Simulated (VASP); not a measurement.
Here is a VASP 6.6.1 calculation.

File INCAR:

```
SYSTEM = Si9O16
PREC = Accurate ; ENCUT = 520
EDIFF = 1E-6 ; ISMEAR = -1
SIGMA = 0.02 ; LREAL = Auto
LASPH = .True. ; NELM = 60
ALGO = Normal ; ISIF = 2
LWAVE = .False. ; LCHARG = .False.
GGA = PE ; IBRION = 2
NSW = 45 ; EDIFFG = -0.08
```

File KPOINTS:

```
regular mesh
0
Gamma
  2 2 2
  0 0 0
```

The input POSCAR:

```
Si9O16
1.0
   -4.1520000000     -4.1520000000      0.0000000000
    4.1520000000     -4.1520000000      0.0000000000
    0.0000000000      0.0000000000      5.3180000000
Si O
9 16
Direct
    0.5000000000      0.5000000000      0.0000000000
    0.0000000000      0.5000000000      0.2500000000
    0.5000000000      0.5000000000      0.5000000000
    0.0000000000      0.5000000000      0.7500000000
    0.0000000000      0.0000000000      0.0000000000
    0.5000000000      0.0000000000      0.2500000000
    0.0000000000      0.0000000000      0.5000000000
    0.5000000000      0.0000000000      0.7500000000
    0.2705563000      0.8576321000      0.7423460000
    0.1920000000      0.5000000000      0.0000000000
    0.0000000000      0.1920000000      0.2500000000
    0.8080000000      0.5000000000      0.0000000000
    0.0000000000      0.8080000000      0.2500000000
    0.1920000000      0.5000000000      0.5000000000
    0.0000000000      0.1920000000      0.7500000000
    0.8080000000      0.5000000000      0.5000000000
    0.0000000000      0.8080000000      0.7500000000
    0.6920000000      0.0000000000      0.0000000000
    0.5000000000      0.6920000000      0.2500000000
    0.3080000000      0.0000000000      0.0000000000
    0.5000000000      0.3080000000      0.2500000000
    0.6920000000      0.0000000000      0.5000000000
    0.5000000000      0.6920000000      0.7500000000
    0.3080000000      0.0000000000      0.5000000000
    0.5000000000      0.3080000000      0.7500000000
```

Potentials or basis: VASP PAW PBE potentials, release 64 (Si, O).

The run is started by

```console
$ cat potpaw_PBE.64/Si/POTCAR potpaw_PBE.64/O/POTCAR > POTCAR
$ mpirun -np 1 vasp_std > vasp.out
```

(1) What does it give for the band gap on the k mesh?

## Answers

(1) 2.44 eV.

Caveat: the k points lie up to 0.59 Å⁻¹ apart.
